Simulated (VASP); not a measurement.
# TaN in VASP: further runs

TaN is run at these levels: LDA; tasks: single point.

Everything below comes from runs of VASP 6.6.1. Logs are shortened: lines on timing, memory, paths and dates and some standing lists are left out, and cuts for length are marked.

**1. The cell of the first run**

The typed cell holds 8 atoms: a = 3.104 Å, b = 3.104 Å, c = 12.073 Å, α = 85.08°, β = 85.70°, γ = 60.00°.

**2. Single point, LDA**

File INCAR:

```
SYSTEM = TaN
PREC     = Accurate       ! precision mode
ENCUT    = 520            ! plane-wave cutoff, eV
EDIFF    = 1E-6           ! SCF threshold, eV
ISMEAR   = 0              ! smearing method
SIGMA    = 0.15           ! smearing width, eV
LREAL    = .False.        ! projectors in reciprocal space
LASPH    = .True.         ! aspherical terms in the spheres
NELM     = 100            ! most SCF steps
ALGO     = Fast           ! electronic algorithm
ISIF     = 2              ! what is computed and relaxed
LWAVE    = .False.        ! write WAVECAR
LCHARG   = .False.        ! write CHGCAR
GGA      = CA             ! functional
NBANDS   = 42             ! bands
```

File KPOINTS:

```
Automatic mesh
0
Gamma
  14 14 4
  0 0 0
```

File POSCAR:

```
TaN
1.0
   -3.1035877079      0.0000000000      0.0000000000
   -1.5517938539     -2.6877857979      0.0000000000
   -0.9052130815     -0.6719464495     12.0200957435
Ta N
4 4
Direct
    0.1802291411      0.1036770450      0.9186251535
    0.2635624744      0.2286770450      0.4186251535
    0.6385624744      0.6245103783      0.1686251535
    0.5552291411      0.4995103783      0.6686251535
    0.3197708589      0.3129896217      0.0813748465
    0.2364375256      0.1879896217      0.5813748465
    0.6114375256      0.5838229550      0.3313748465
    0.5281041923      0.4588229550      0.8313748465
```

Potentials or basis: VASP PAW LDA potentials, release 64 (Ta_pv, N).

The run is started by

```sh
cat potpaw_LDA.64/Ta_pv/POTCAR potpaw_LDA.64/N/POTCAR > POTCAR
mpirun -np 1 vasp_std > vasp.out
```

OUTCAR:

```text
SYSTEM = TaN
   PREC = Accurate
   ENCUT = 520
   EDIFF = 1E-6
   ISMEAR = 0
   LREAL = .False.
   LASPH = .True.
   NELM = 100
   ISIF = 2
   GGA = CA

 ion  position               nearest neighbor table
   1  0.180  0.104  0.919-   8 2.08   8 2.08   8 2.08   5 2.26   3 3.33   3 3.45   4 3.50   4 3.50
                             4 3.50
   2  0.264  0.229  0.419-   6 1.96   7 2.08   7 2.08   7 2.08   3 3.50   4 3.50   4 3.50   3 3.50
                             4 3.50   3 3.50
   3  0.639  0.625  0.169-   7 1.96   5 2.08   5 2.08   5 2.08   1 3.33   1 3.45   2 3.50   2 3.50
                             2 3.50
   4  0.555  0.500  0.669-   8 1.96   6 2.08   6 2.08   6 2.08   1 3.50   2 3.50   2 3.50   1 3.50
                             2 3.50   1 3.50
   5  0.320  0.313  0.081-   3 2.08   3 2.08   3 2.08   1 2.26
   6  0.236  0.188  0.581-   2 1.96   4 2.08   4 2.08   4 2.08
   7  0.611  0.584  0.331-   3 1.96   2 2.08   2 2.08   2 2.08
   8  0.528  0.459  0.831-   4 1.96   1 2.08   1 2.08   1 2.08

  LATTYP: Found a triclinic cell.
 ALAT       =     5.3755715959
 B/A-ratio  =     0.5773502692
 C/A-ratio  =     2.3721878255
 COS(alpha) =     0.0101409597
 COS(beta)  =     0.1756465749
 COS(gamma) =     0.8660254038

  Lattice vectors:

 A1 = (  -4.6553815619,   2.6877857979,   0.0000000000)
 A2 = (  -1.5517938540,   2.6877857979,   0.0000000000)
 A3 = (  -3.7501684803,  -2.0158393484, -12.0200957435)

Analysis of symmetry for initial positions (statically):
=====================================================================
 Subroutine PRICEL returns:
 Original cell was already a primitive cell.

 Routine SETGRP: Setting up the symmetry group for a
 triclinic supercell.

 Subroutine GETGRP returns: Found  1 space group operations
 (whereof  1 operations were pure point group operations)
 out of a pool of  2 trial point group operations.

The static configuration has the point symmetry C_1 .

Analysis of symmetry for dynamics (positions and initial velocities):
=====================================================================
 Subroutine PRICEL returns:
 Original cell was already a primitive cell.

 Routine SETGRP: Setting up the symmetry group for a
 triclinic supercell.

 Subroutine GETGRP returns: Found  1 space group operations
 (whereof  1 operations were pure point group operations)
 out of a pool of  2 trial point group operations.

The dynamic configuration has the point symmetry C_1 .

 Subroutine INISYM returns: Found  1 space group operations
 (whereof  1 operations are pure point group operations),
 and found     1 'primitive' translations

----------------------------------------------------------------------------------------

                                     Primitive cell

  volume of cell :     100.2690

  direct lattice vectors                    reciprocal lattice vectors
    -3.103587708  0.000000000  0.000000000    -0.322207746  0.186026729 -0.013865669
    -1.551793854 -2.687785798  0.000000000     0.000000000 -0.372053458 -0.020798503
    -0.905213082 -0.671946450 12.020095744     0.000000000  0.000000000  0.083194013

  length of vectors
     3.103587708  3.103587708 12.072846576     0.372311741  0.372634343  0.083194013

  position of ions in fractional coordinates (direct lattice)
     0.180229141  0.103677045  0.918625154
     0.263562474  0.228677045  0.418625154
     0.638562474  0.624510378  0.168625154
     0.555229141  0.499510378  0.668625154
     0.319770859  0.312989622  0.081374846
     0.236437526  0.187989622  0.581374846
     0.611437526  0.583822955  0.331374846
     0.528104192  0.458822955  0.831374846

  ion indices of the primitive-cell ions
   primitive index   ion index
                 1           1
                 2           2
                 3           3
                 4           4
                 5           5
                 6           6
                 7           7
                 8           8

----------------------------------------------------------------------------------------

 KPOINTS: Automatic mesh

Automatic generation of k-mesh.
 Grid dimensions read from file:
 generate k-points for:   14   14    4

 Generating k-lattice:

  Cartesian coordinates                     Fractional coordinates (reciprocal lattice)
    -0.023014839  0.013287623 -0.000990405     0.071428571 -0.000000000 -0.000000000
     0.000000000 -0.026575247 -0.001485607     0.000000000  0.071428571  0.000000000
     0.000000000  0.000000000  0.020798503     0.000000000  0.000000000  0.250000000

  Length of vectors
     0.026593696  0.026616739  0.020798503

  Shift w.r.t. Gamma in fractional coordinates (k-lattice)
     0.000000000  0.000000000  0.000000000

 Subroutine IBZKPT returns following result:
 ===========================================

 Found    396 irreducible k-points:

 Following reciprocal coordinates:
            Coordinates               Weight
  0.000000  0.000000  0.000000      1.000000
  0.071429  0.000000  0.000000      2.000000
  0.142857 -0.000000 -0.000000      2.000000
  0.214286  0.000000  0.000000      2.000000
  0.285714  0.000000  0.000000      2.000000
  0.357143  0.000000 -0.000000      2.000000
[... 16 lines left out ...]
  0.000000  0.142857 -0.000000      2.000000
  0.071429  0.142857 -0.000000      2.000000
 [... further k-points ...]
   k-points           NKPTS =    396   k-points in BZ     NKDIM =    396   number of bands    NBANDS=     42
   number of dos      NEDOS =    301   number of ions     NIONS =      8
   total plane-waves  NPLWV =  51840
   dimension x,y,z NGX =    24 NGY =   24 NGZ =   90
   dimension x,y,z NGXF=    48 NGYF=   48 NGZF=  180
   ions per type =               4   4
   NGX,Y,Z   is equivalent  to a cutoff of  12.86, 12.86, 12.39 a.u.
   NGXF,Y,Z  is equivalent  to a cutoff of  25.71, 25.71, 24.79 a.u.
 SYSTEM =  TaN
   PREC   = accura    normal or accurate (medium, high low for compatibility)
   ISTART =      0    job   : 0-new  1-cont  2-samecut
   ICHARG =      2    charge: 1-file 2-atom 10-const
   ISPIN  =      1    spin polarized calculation?
   LNONCOLLINEAR =      F non collinear calculations
   LSORBIT =      F    spin-orbit coupling
   LASPH  =      T    aspherical Exc in radial PAW
   ENCUT  =  520.0 eV  38.22 Ry    6.18 a.u.   5.77  5.77 22.45*2*pi/ulx,y,z
   NELM   =    100;   NELMIN=  2; NELMDL= -5     # of ELM steps
   EDIFF  = 0.1E-05   stopping-criterion for ELM
   LREAL  =      F    real-space projection
[... 7 lines left out ...]
   TEBEG  =    0.0;   TEEND  =   0.0 temperature during run
   PSTRESS=    0.0 pullay stress
   NELECT =      64.0000    total number of electrons
   NUPDOWN=      -1.0000    fix difference up-down
   EMIN   =  10.00;   EMAX   =-10.00  energy-range for DOS
   EFERMI =   0.00;   METHOD = LEGACY
   ISMEAR =     0;   SIGMA  =   0.15  broadening in eV -4-tet -1-fermi 0-gaus
   EFERMI_NEDOS =   21; number of points for ismear=-14 and -15
   IALGO  =     68    algorithm
   IMIX   =      4    mixing-type and parameters
     AMIX     =   0.40;   BMIX     =  1.00
     AMIX_MAG =   1.60;   BMIX_MAG =  1.00
  volume/ion in A,a.u.               =      12.53        84.58
  Fermi-wavevector in a.u.,A,eV,Ry     =   1.409546  2.663656 27.032330  1.986820
  Thomas-Fermi vector in A             =   2.531591
   LORBIT       =      0    0 simple, 1 ext, 2 COOP (PROOUT), +10 PAW based schemes
   GGA     = CA    functional components
   LHFCALC =     F    Hartree Fock is set to
   AEXX    =    0.0000 exact exchange contribution
   IVDW    =     0    specifies the selected vdW correction
   LEPSILON=     F    determine dielectric tensor
   LRPA    =     F    only Hartree local field effects (RPA)
 non-spin polarized calculation
 RMM-DIIS sequential band-by-band and
 Gauss-broadening in eV      SIGMA  =   0.15
  energy-cutoff  :      520.00
  volume of cell :      100.27
 maximum number of plane-waves:      2722
   NGX = 11   NGY = 11   NGZ = 45

 number of electron      64.0000001 magnetization

 Free energy of the ion-electron system (eV)
  ---------------------------------------------------
  ext. energy  EPLUGINS =         0.00000000
  ---------------------------------------------------
  free energy    TOTEN  =       -94.49456962 eV

  energy without entropy =      -94.47324460  energy(sigma->0) =      -94.48390711

 E-fermi :   6.7637     XC(G=0): -12.6140

 val. band max:        6.7609619677   @ k =  -0.0714   0.0714  -0.0000
 cond. band min:       6.7675458462   @ k =   0.0000   0.0714   0.5000
 fundamental gap:      0.0065838786
 Fermi energy:         6.7637378269

 k-point     1 :       0.0000    0.0000    0.0000
  band No.  band energies     occupation
      1     -28.8062      2.00000
      2     -28.5380      2.00000
      3     -28.4016      2.00000
      4     -28.2945      2.00000
      5     -28.2615      2.00000
      6     -28.2128      2.00000
[... 34 lines left out ...]
     41       9.7300      0.00000
     42       9.9394      0.00000

 k-point     2 :       0.0714    0.0000    0.0000
  band No.  band energies     occupation
      1     -28.7994      2.00000
      2     -28.5323      2.00000
      3     -28.3989      2.00000
      4     -28.3115      2.00000
      5     -28.2818      2.00000
      6     -28.2116      2.00000
[... 34 lines left out ...]
     41       9.7931      0.00000
     42      10.1097      0.00000

 k-point     3 :       0.1429   -0.0000   -0.0000
  band No.  band energies     occupation
      1     -28.7809      2.00000
      2     -28.5169      2.00000
      3     -28.4144      2.00000
      4     -28.3651      2.00000
      5     -28.3093      2.00000
      6     -28.2081      2.00000
[... 897 lines left out ...]
      4     -28.3656      2.00000
      5     -28.3105      2.00000
      6     -28.2076      2.00000
[... 34 lines left out ...]
     41       9.9637      0.00000
     42      10.4614      0.00000

 k-point    24 :       0.0714    0.1429   -0.0000
  band No.  band energies     occupation
      1     -28.7864      2.00000
      2     -28.5229      2.00000
      3     -28.4013      2.00000
      4     -28.3659      2.00000
      5     -28.2903      2.00000
      6     -28.2088      2.00000
[... 34 lines left out ...]
     41       9.9337      0.00000
     42      10.2067      0.00000

 [... further k-points ...]

------------------------ aborting loop because EDIFF is reached ----------------------------------------

  FORCE on cell =-STRESS in cart. coord.  units (eV):
  Direction    XX          YY          ZZ          XY          YZ          ZX
  --------------------------------------------------------------------------------------
  -------------------------------------------------------------------------------------
  Total       -0.8530292     -1.0753269     -3.5370893     -0.7419986      0.8748491      1.3370116
  in kB      -13.6303771    -17.1824262    -56.5184194    -11.8562414     13.9790334     21.3638318
  external PRESSURE =     -29.1104076 kB  Pullay stress =       0.0000000 kB

 VOLUME and BASIS-vectors are now :
 -----------------------------------------------------------------------------
  energy-cutoff  :      520.00
  volume of cell :      100.27
      direct lattice vectors                 reciprocal lattice vectors
    -3.103587708  0.000000000  0.000000000    -0.322207746  0.186026729 -0.013865669
    -1.551793854 -2.687785798  0.000000000     0.000000000 -0.372053458 -0.020798503
    -0.905213082 -0.671946450 12.020095744     0.000000000  0.000000000  0.083194013

 POSITION                                       TOTAL-FORCE (eV/Angst)
 -----------------------------------------------------------------------------------
     -1.55179     -0.89593     11.04196        -1.008149     -0.786823      1.662443
     -1.55179     -0.89593      5.03191        -0.006932     -0.026874     -0.103162
     -3.10359     -1.79186      2.02689         0.207296      0.087515      0.010569
     -3.10359     -1.79186      8.03694         0.029399      0.007383      0.179018
     -1.55179     -0.89593      0.97813         0.408571      0.411564     -2.640695
     -1.55179     -0.89593      6.98818        -0.011352     -0.002910     -0.107091
     -3.10359     -1.79186      3.98316         0.056720      0.044184      0.302429
     -3.10359     -1.79186      9.99321         0.324447      0.265961      0.696490
 -----------------------------------------------------------------------------------
    total drift:                               -0.000315     -0.000373      0.000209

  FREE ENERGIE OF THE ION-ELECTRON SYSTEM (eV)
  ---------------------------------------------------
  free  energy   TOTEN  =       -94.4945696180 eV

  energy  without entropy=      -94.4732446012  energy(sigma->0) =      -94.48390711
```

It took 38 min on 1 thread of Oxide Virtual Turin-like, shared host; peak memory 1.1 GiB.

Results:

| Quantity | Value |
| --- | --- |
| Free energy | -94.4946 eV |
| Pressure | -2.9 GPa |
| Largest force | 2.704 eV/Å |
| Band gap on the k mesh | zero (bands 32 and 33 overlap by 0.32 eV) |

Forces in eV/Å, atoms in the order of the input:
```
Ta  -1.008 -0.787  1.662
Ta  -0.007 -0.027 -0.103
Ta   0.207  0.088  0.011
Ta   0.029  0.007  0.179
N    0.409  0.412 -2.641
N   -0.011 -0.003 -0.107
N    0.057  0.044  0.302
N    0.324  0.266  0.696
```

Caveat: spin-orbit coupling is left out, which moves the levels of the heavy elements; forces of over 1 eV/Å act on the atoms, so gaps and moduli don't describe the material at rest.

[end of part 1 of 2]
